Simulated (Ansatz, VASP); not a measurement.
**One calculation of ScAl3, two programs**

```
Sc Al
1.0
     4.10533    0.00000    0.00000
     0.00000    4.10533    0.00000
     0.00000    0.00000    4.10533
Sc Al
1 3
Direct
  0.00000 0.00000 0.00000
  0.53230 0.03230 0.50000
  0.03230 0.53230 0.50000
  0.53230 0.53230 0.00000
```

Change from the starting cell: all Al atoms moved +0.188 Å, as atom 2 along Cartesian [1 1 0].

Alike in both runs: task single point; functional PBE; k mesh 12 × 12 × 12; occupations gaussian, width 0.15 eV; no spin polarisation.

|  | VASP | Ansatz |
| --- | --- | --- |
| version | VASP 6.6.1 | Ansatz 0.2.0 |
| potentials or method | VASP PAW PBE potentials, release 64 (Sc_sv, Al), cutoff 520 eV | scalar-relativistic, plane waves, PAW |
| valence electrons in the cell | 20 | 20 |

Ansatz gave:

```
gap on the k mesh at the Fermi level (eV)                     : none
pressure (GPa)                                                : 0.9
traceless stress, the component that is largest in VASP (GPa) : 0.61
rms of the force components (eV/Å)                            : 0.615
```

Q: What did VASP give for the same quantities?

A: gap on the k mesh at the Fermi level (eV): none; pressure (GPa): 0.9; traceless stress, the component that is largest in VASP (GPa): 0.61; rms of the force components (eV/Å): 0.617.

Atom by atom the forces differ by 0.002 eV/Å (rms over components). A gap of «none» marks a metal or a gap that the smearing closes.
